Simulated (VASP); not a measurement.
# Cr (P6/mmm) in VASP: a series of runs

Runs on Cr. Level: PBE. Tasks: single point.

All numbers are computed with VASP 6.6.1; they aren't measurements. Logs are shortened: lines on timing, memory, paths and dates and some standing lists are left out, and cuts for length are marked.

**1. The cell of the first run**

The structure is hexagonal, space group P6/mmm (No. 191). The conventional cell has a = 4.398 Å, b = 4.398 Å, c = 2.374 Å, α = 90.00°, β = 90.00°, γ = 120.00°. Within 3.1 Å of Cr (site symmetry 6/mmm) lie 14 Cr at 2.37 to 2.80 Å. Cr (site symmetry -6m2) has 11 Cr at 2.37 to 2.80 Å within 3.1 Å.

This isn't the form of Cr at room conditions, which is bcc.

**2. Single point, PBE, collinear spin, ferromagnetic start (13.26 Å³/atom)**

File INCAR:

```
SYSTEM = Cr
  PREC = Accurate
  ENCUT = 520
  EDIFF = 1E-6
  ISMEAR = -1
  SIGMA = 0.05
  LREAL = .FALSE.
  LASPH = .TRUE.
  NELM = 150
  ALGO = Normal
  ISIF = 2
  LWAVE = .FALSE.
  LCHARG = .FALSE.
  ISPIN = 2
  MAGMOM = 1.5 1.5 1.5
  LORBIT = 11
  LMAXMIX = 4
  GGA = PE
  NBANDS = 29
```

File KPOINTS:

```
Automatic mesh
0
G
  10 10 15
  0 0 0
```

File POSCAR:

```
Cr
1.0
    4.3976062541      0.0000000000      0.0000000000
   -2.1988031271      3.8084387319      0.0000000000
    0.0000000000      0.0000000000      2.3744825517
Cr
3
Direct
    1.0000000000      1.0000000000      0.0000000000
    0.3333333333      0.6666666667      0.5000000000
    0.6666666667      0.3333333333      0.5000000000
```

Potentials or basis: VASP PAW PBE potentials, release 64 (Cr_pv).

The run is started by

```sh
$ cat potpaw_PBE.64/Cr_pv/POTCAR > POTCAR
$ mpirun -np 1 vasp_std > vasp.out
```

OUTCAR:

```text
SYSTEM = Cr
   PREC = Accurate
   ENCUT = 520
   EDIFF = 1E-6
   ISMEAR = -1
   LREAL = .FALSE.
   LASPH = .TRUE.
   NELM = 150
   ISIF = 2
   ISPIN = 2
   LORBIT = 11
   GGA = PE

 ion  position               nearest neighbor table
   1  0.000  0.000  0.000-   2 2.80   3 2.80   2 2.80   3 2.80   3 2.80   3 2.80   2 2.80   2 2.80
                             3 2.80   3 2.80   2 2.80   2 2.80
   2  0.333  0.667  0.500-   3 2.54   3 2.54   3 2.54   1 2.80   1 2.80   1 2.80   1 2.80   1 2.80
                             1 2.80
   3  0.667  0.333  0.500-   2 2.54   2 2.54   2 2.54   1 2.80   1 2.80   1 2.80   1 2.80   1 2.80
                             1 2.80

  LATTYP: Found a hexagonal cell.
 ALAT       =     4.3976062541
 C/A-ratio  =     0.5399488755

  Lattice vectors:

 A1 = (   4.3976062541,   0.0000000000,   0.0000000000)
 A2 = (  -2.1988031271,   3.8084387319,   0.0000000000)
 A3 = (   0.0000000000,   0.0000000000,   2.3744825517)

Analysis of symmetry for initial positions (statically):
=====================================================================
 Subroutine PRICEL returns:
 Original cell was already a primitive cell.

 Routine SETGRP: Setting up the symmetry group for a
 hexagonal supercell.

 Subroutine GETGRP returns: Found 24 space group operations
 (whereof 24 operations were pure point group operations)
 out of a pool of 24 trial point group operations.

The static configuration has the point symmetry D_6h.

Analysis of symmetry for dynamics (positions and initial velocities):
=====================================================================
 Subroutine PRICEL returns:
 Original cell was already a primitive cell.

 Routine SETGRP: Setting up the symmetry group for a
 hexagonal supercell.

 Subroutine GETGRP returns: Found 24 space group operations
 (whereof 24 operations were pure point group operations)
 out of a pool of 24 trial point group operations.

The dynamic configuration has the point symmetry D_6h.

Analysis of structural, dynamic, and magnetic symmetry:
=====================================================================
 Subroutine PRICEL returns:
 Original cell was already a primitive cell.

 Routine SETGRP: Setting up the symmetry group for a
 hexagonal supercell.

 Subroutine GETGRP returns: Found 24 space group operations
 (whereof 24 operations were pure point group operations)
 out of a pool of 24 trial point group operations.

The overall configuration has the point symmetry D_6h.

 Subroutine INISYM returns: Found 24 space group operations
 (whereof 24 operations are pure point group operations),
 and found     1 'primitive' translations

----------------------------------------------------------------------------------------

                                     Primitive cell

  volume of cell :      39.7679

  direct lattice vectors                    reciprocal lattice vectors
     4.397606254  0.000000000  0.000000000     0.227396438  0.131287395  0.000000000
    -2.198803127  3.808438732  0.000000000     0.000000000  0.262574790  0.000000000
     0.000000000  0.000000000  2.374482552     0.000000000  0.000000000  0.421144388

  length of vectors
     4.397606254  4.397606254  2.374482552     0.262574790  0.262574790  0.421144388

  position of ions in fractional coordinates (direct lattice)
     0.000000000  0.000000000  0.000000000
     0.333333333  0.666666667  0.500000000
     0.666666667  0.333333333  0.500000000

  ion indices of the primitive-cell ions
   primitive index   ion index
                 1           1
                 2           2
                 3           3

----------------------------------------------------------------------------------------

 KPOINTS: Automatic mesh

Automatic generation of k-mesh.
 Grid dimensions read from file:
 generate k-points for:   10   10   15

 Generating k-lattice:

  Cartesian coordinates                     Fractional coordinates (reciprocal lattice)
     0.022739644  0.013128739  0.000000000     0.100000000  0.000000000  0.000000000
     0.000000000  0.026257479  0.000000000     0.000000000  0.100000000  0.000000000
     0.000000000  0.000000000  0.028076293     0.000000000  0.000000000  0.066666667

  Length of vectors
     0.026257479  0.026257479  0.028076293

  Shift w.r.t. Gamma in fractional coordinates (k-lattice)
     0.000000000  0.000000000  0.000000000

 Subroutine IBZKPT returns following result:
 ===========================================

 Found    112 irreducible k-points:

 Following reciprocal coordinates:
            Coordinates               Weight
  0.000000  0.000000  0.000000      1.000000
  0.100000 -0.000000  0.000000      6.000000
  0.200000 -0.000000  0.000000      6.000000
  0.300000  0.000000  0.000000      6.000000
  0.400000 -0.000000  0.000000      6.000000
  0.500000 -0.000000  0.000000      3.000000
[... 16 lines left out ...]
  0.300000  0.100000  0.066667     24.000000
  0.400000  0.100000  0.066667     24.000000
 [... further k-points ...]
   k-points           NKPTS =    112   k-points in BZ     NKDIM =    112   number of bands    NBANDS=     29
   number of dos      NEDOS =    301   number of ions     NIONS =      3
   total plane-waves  NPLWV =  23328
   dimension x,y,z NGX =    36 NGY =   36 NGZ =   18
   dimension x,y,z NGXF=    72 NGYF=   72 NGZF=   36
   ions per type =               3
   NGX,Y,Z   is equivalent  to a cutoff of  13.61, 13.61, 12.60 a.u.
   NGXF,Y,Z  is equivalent  to a cutoff of  27.22, 27.22, 25.20 a.u.
 SYSTEM =  Cr
   PREC   = accura    normal or accurate (medium, high low for compatibility)
   ISTART =      0    job   : 0-new  1-cont  2-samecut
   ICHARG =      2    charge: 1-file 2-atom 10-const
   ISPIN  =      2    spin polarized calculation?
   LNONCOLLINEAR =      F non collinear calculations
   LSORBIT =      F    spin-orbit coupling
   LASPH  =      T    aspherical Exc in radial PAW
   ENCUT  =  520.0 eV  38.22 Ry    6.18 a.u.   8.18  8.18  4.41*2*pi/ulx,y,z
   NELM   =    150;   NELMIN=  2; NELMDL= -5     # of ELM steps
   EDIFF  = 0.1E-05   stopping-criterion for ELM
   LREAL  =      F    real-space projection
   EDIFFG = 0.1E-04   stopping-criterion for IOM
   NSW    =      0    number of steps for IOM
   IBRION =     -1    ionic relax: 0-MD 1-quasi-New 2-CG
   NFREE  =      0    steps in history (QN), initial steepest desc. (CG)
   ISIF   =      2    stress and relaxation
   ISYM   =      2    0-nonsym 1-usesym 2-fastsym
   POTIM  = 0.5000    time-step for ionic-motion
   TEBEG  =    0.0;   TEEND  =   0.0 temperature during run
   PSTRESS=    0.0 pullay stress
   NELECT =      36.0000    total number of electrons
   NUPDOWN=      -1.0000    fix difference up-down
   EMIN   =  10.00;   EMAX   =-10.00  energy-range for DOS
   EFERMI =   0.00;   METHOD = LEGACY
   ISMEAR =    -1;   SIGMA  =   0.05  broadening in eV -4-tet -1-fermi 0-gaus
   EFERMI_NEDOS =   21; number of points for ismear=-14 and -15
   IALGO  =     38    algorithm
   IMIX   =      4    mixing-type and parameters
     AMIX     =   0.40;   BMIX     =  1.00
     AMIX_MAG =   1.60;   BMIX_MAG =  1.00
  volume/ion in A,a.u.               =      13.26        89.46
  Fermi-wavevector in a.u.,A,eV,Ry     =   1.583671  2.992704 34.123590  2.508013
  Thomas-Fermi vector in A             =   2.683406
   LORBIT       =     11    0 simple, 1 ext, 2 COOP (PROOUT), +10 PAW based schemes
   GGA     = PE    functional components
   LHFCALC =     F    Hartree Fock is set to
   AEXX    =    0.0000 exact exchange contribution
   IVDW    =     0    specifies the selected vdW correction
   LEPSILON=     F    determine dielectric tensor
   LRPA    =     F    only Hartree local field effects (RPA)
 spin polarized calculation
  energy-cutoff  :      520.00
  volume of cell :       39.77
 maximum number of plane-waves:      1088
 NGX is ok and might be reduce to    36
   NGX = 17   NGY = 17   NGZ =  9

 number of electron      36.0000023 magnetization       0.3663615

 Free energy of the ion-electron system (eV)
  ---------------------------------------------------
  ext. energy  EPLUGINS =         0.00000000
  ---------------------------------------------------
  free energy    TOTEN  =       -27.22565613 eV

  energy without entropy =      -27.17896197  energy(sigma->0) =      -27.20230905

 E-fermi :   9.0732     XC(G=0): -12.8626

 val. band max:        9.0727070848   @ k =   0.3000   0.1000   0.3333
 cond. band min:       9.0741759386   @ k =   0.3000   0.2000   0.4667
 fundamental gap:      0.0014688538
 Fermi energy:         9.0731639881

 spin component 1

 k-point     1 :       0.0000    0.0000    0.0000
  band No.  band energies     occupation
      1     -34.1718      1.00000
      2     -34.1718      1.00000
      3     -34.0090      1.00000
      4     -34.0090      1.00000
      5     -33.7325      1.00000
      6     -33.7325      1.00000
[... 21 lines left out ...]
     28      15.8174      0.00000
     29      15.8174      0.00000

 k-point     2 :       0.1000   -0.0000    0.0000
  band No.  band energies     occupation
      1     -34.1859      1.00000
      2     -34.1771      1.00000
      3     -33.9913      1.00000
      4     -33.9878      1.00000
      5     -33.7488      1.00000
      6     -33.7360      1.00000
[... 21 lines left out ...]
     28      16.2479      0.00000
     29      16.2783      0.00000

 k-point     3 :       0.2000   -0.0000    0.0000
  band No.  band energies     occupation
      1     -34.2146      1.00000
      2     -34.1789      1.00000
      3     -33.9516      1.00000
      4     -33.9418      1.00000
      5     -33.7944      1.00000
      6     -33.7467      1.00000
[... 638 lines left out ...]
      5     -33.8552      1.00000
      6     -33.7740      1.00000
[... 21 lines left out ...]
     28      16.2614      0.00000
     29      16.2663      0.00000

 k-point    24 :       0.4000    0.1000    0.0667
  band No.  band energies     occupation
      1     -34.2493      1.00000
      2     -34.1056      1.00000
      3     -33.9827      1.00000
      4     -33.8368      1.00000
      5     -33.8329      1.00000
      6     -33.8002      1.00000
[... 21 lines left out ...]
     28      16.2565      0.00000
     29      16.3274      0.00000

 [... further k-points ...]

 spin component 2

 k-point     1 :       0.0000    0.0000    0.0000
  band No.  band energies     occupation
      1     -34.0971      1.00000
      2     -34.0971      1.00000
      3     -33.8855      1.00000
      4     -33.8855      1.00000
      5     -33.6027      1.00000
      6     -33.5278      1.00000
[... 21 lines left out ...]
     28      15.9383      0.00000
     29      15.9383      0.00000

 k-point     2 :       0.1000   -0.0000    0.0000
  band No.  band energies     occupation
      1     -34.1054      1.00000
      2     -34.1018      1.00000
      3     -33.8763      1.00000
      4     -33.8685      1.00000
      5     -33.6020      1.00000
      6     -33.5404      1.00000
[... 21 lines left out ...]
     28      16.1668      0.00000
     29      16.5535      0.00000

 k-point     3 :       0.2000   -0.0000    0.0000
  band No.  band energies     occupation
      1     -34.1247      1.00000
      2     -34.1064      1.00000
      3     -33.8549      1.00000
      4     -33.8324      1.00000
      5     -33.6001      1.00000
      6     -33.5733      1.00000
[... 638 lines left out ...]
      5     -33.6412      1.00000
      6     -33.6162      1.00000
[... 21 lines left out ...]
     28      16.1992      0.00000
     29      16.5934      0.00000

 k-point    24 :       0.4000    0.1000    0.0667
  band No.  band energies     occupation
      1     -34.1480      1.00000
      2     -34.0772      1.00000
      3     -33.8527      1.00000
      4     -33.7612      1.00000
      5     -33.6375      1.00000
      6     -33.6272      1.00000
[... 21 lines left out ...]
     28      16.1734      0.00000
     29      16.5990      0.00000

 [... further k-points ...]

------------------------ aborting loop because EDIFF is reached ----------------------------------------

  FORCE on cell =-STRESS in cart. coord.  units (eV):
  Direction    XX          YY          ZZ          XY          YZ          ZX
  --------------------------------------------------------------------------------------
  -------------------------------------------------------------------------------------
  Total       -5.1244248     -5.1244248     -5.4212620      0.0000000      0.0000000     -0.0000000
  in kB     -206.4540529   -206.4540529   -218.4130994      0.0000000      0.0000000     -0.0000000
  external PRESSURE =    -210.4404017 kB  Pullay stress =       0.0000000 kB

 VOLUME and BASIS-vectors are now :
 -----------------------------------------------------------------------------
  energy-cutoff  :      520.00
  volume of cell :       39.77
      direct lattice vectors                 reciprocal lattice vectors
     4.397606254  0.000000000  0.000000000     0.227396438  0.131287395  0.000000000
    -2.198803127  3.808438732  0.000000000     0.000000000  0.262574790  0.000000000
     0.000000000  0.000000000  2.374482552     0.000000000  0.000000000  0.421144388

 POSITION                                       TOTAL-FORCE (eV/Angst)
 -----------------------------------------------------------------------------------
      0.00000      0.00000      0.00000        -0.000000      0.000000     -0.000000
     -0.00000      2.53896      1.18724         0.000000     -0.000000      0.000000
      2.19880      1.26948      1.18724        -0.000000      0.000000     -0.000000
 -----------------------------------------------------------------------------------
    total drift:                                0.000000      0.000000     -0.000000

  FREE ENERGIE OF THE ION-ELECTRON SYSTEM (eV)
  ---------------------------------------------------
  free  energy   TOTEN  =       -27.2256561252 eV

  energy  without entropy=      -27.1789619736  energy(sigma->0) =      -27.20230905

 total charge

# of ion       s       p       d       tot
------------------------------------------
    1        0.388   6.319   4.090  10.796
    2        0.400   6.304   4.155  10.859
    3        0.400   6.304   4.155  10.859
--------------------------------------------------
tot          1.188  18.928  12.399  32.515

 magnetization (x)

# of ion       s       p       d       tot
------------------------------------------
    1       -0.005  -0.007  -0.134  -0.146
    2        0.004   0.005   0.244   0.253
    3        0.004   0.005   0.244   0.253
--------------------------------------------------
tot          0.003   0.004   0.355   0.361
```

It took 4.3 min on 1 thread of Intel Xeon 6455B, shared host; peak memory 0.3 GiB.

Results:

```
Free energy                                           : -27.2257 eV
Pressure                                              : -21.0 GPa
Net moment                                            : 0.37 μB per cell
Site moments                                          : Cr -0.15, +0.25 (each value once) μB
Valence electrons inside the program's atomic spheres : Cr 10.80, 10.86 (each value once)
```

Levels at points of the mesh, in eV from the Fermi level:
Spin up:
| k point | band 16 | band 17 | band 18 | band 19 | band 20 | band 21 |
| --- | --- | --- | --- | --- | --- | --- |
| (0.00, 0.00, 0.00) | -1.90 | -1.59 | -0.32 | -0.32 | 1.09 | 1.09 |
| (0.50, 0.00, 0.00) | -1.56 | -1.34 | 0.25 | 0.63 | 1.14 | 1.21 |
Spin down:
| k point | band 15 | band 16 | band 17 | band 18 | band 19 | band 20 | band 21 | band 22 |
| --- | --- | --- | --- | --- | --- | --- | --- | --- |
| (0.00, 0.00, 0.00) | -1.75 | -1.75 | -1.56 | -0.20 | -0.20 | 1.15 | 1.15 | 1.30 |
| (0.50, 0.00, 0.00) | -1.54 | -1.54 | -1.38 | 0.28 | 0.73 | 1.12 | 1.26 | 1.42 |

Caveat: the cell stands under tension.

**3. Single point, PBE, collinear spin, ferromagnetic start**

This run uses another cell than the first one, of 11.84 Å³/atom.

File INCAR:

```
SYSTEM = Cr
ALGO = Normal ; EDIFF = 1E-6
ENCUT = 520 ; GGA = PE
ISIF = 2 ; ISMEAR = -1
ISPIN = 2 ; LASPH = .True.
LCHARG = .False. ; LMAXMIX = 4
LORBIT = 11 ; LREAL = .False.
LWAVE = .False. ; MAGMOM = 1.5 1.5 1.5
NBANDS = 29 ; NELM = 150
PREC = Accurate ; SIGMA = 0.05
```

File KPOINTS:

```
k-points
0
Gamma
  11 11 18
  0 0 0
```

File POSCAR:

```
Cr
1.0
    4.2345799223      0.0000000000      0.0000000000
   -2.1172899612      3.6672537871      0.0000000000
    0.0000000000      0.0000000000      2.2864566671
Cr
3
Direct
    1.0000000000      1.0000000000      0.0000000000
    0.3333333333      0.6666666667      0.5000000000
    0.6666666667      0.3333333333      0.5000000000
```

Potentials or basis: VASP PAW PBE potentials, release 64 (Cr_pv).

The run is started by

```sh
$ cat potpaw_PBE.64/Cr_pv/POTCAR > POTCAR
$ mpirun -np 1 vasp_std > vasp.out
```

Run time: 5.3 min. Hardware: 1 thread of Intel Xeon 6455B, shared host; peak memory 0.33 GiB.

The run converged. Its results:

```yaml
Free_energy: -27.5362 eV
Pressure: -0.2 GPa
Band_gap_on_the_k_mesh: zero (filled and empty bands overlap)
Net_moment: 0.00 μB per cell
Valence_electrons_inside_the_program's_atomic_spheres: Cr 11.01, 11.08 (each value once)
```

Stress tensor (GPa, compression positive):
```
-0.28  0.00  0.00
 0.00 -0.28  0.00
 0.00  0.00  0.00
```

Levels at points of the mesh, in eV from the Fermi level:
Spin up:
```csv
k point,band 14,band 15,band 16,band 17,band 18,band 19,band 20,band 21,band 22,band 23
"(0.00, 0.00, 0.00)",-2.14,-2.07,-2.07,-1.83,-0.33,-0.33,1.32,1.32,1.38,1.38
"(0.00, 0.00, 0.50)",-2.48,-1.65,-0.90,-0.90,0.08,0.08,1.53,1.53,1.95,1.95
```
Spin down:
```tsv
k point	band 15	band 16	band 17	band 18	band 19	band 20	band 21	band 22
(0.00, 0.00, 0.00)	-2.07	-2.07	-1.83	-0.33	-0.33	1.32	1.32	1.38
(0.00, 0.00, 0.50)	-1.65	-0.90	-0.90	0.08	0.08	1.53	1.53	1.95
```

(Part 1 of 2 ends here.)
